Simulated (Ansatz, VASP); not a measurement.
# One calculation of SnO, two programs

```
CELL_PARAMETERS angstrom
0.00000 2.73759 2.73759
2.73759 0.00000 2.73759
2.73759 2.73759 0.00000
ATOMIC_POSITIONS crystal
Sn 0.00000 0.00000 0.00000
O 0.25000 0.25000 0.25000
```

Alike in both runs: functional PBE; k mesh 12 × 12 × 12; occupations fermi-dirac, width 0.08 eV; no spin polarisation.

Ansatz relaxed the structure, and its values are those at the end. VASP's run is a single point on that final structure, the one shown.

```csv
,VASP,Ansatz
version,VASP 6.6.1,Ansatz 0.2.0
potentials or method,"VASP PAW PBE potentials, release 64 (Sn_d, O)","PAW with Ansatz's default frozen-core files, scalar-relativistic"
plane-wave cutoff (eV),520,420
valence electrons in the cell,20,20
```

```tsv
	VASP	Ansatz	Ansatz less VASP
pressure (GPa)	0.1	0.0	-0.02
```
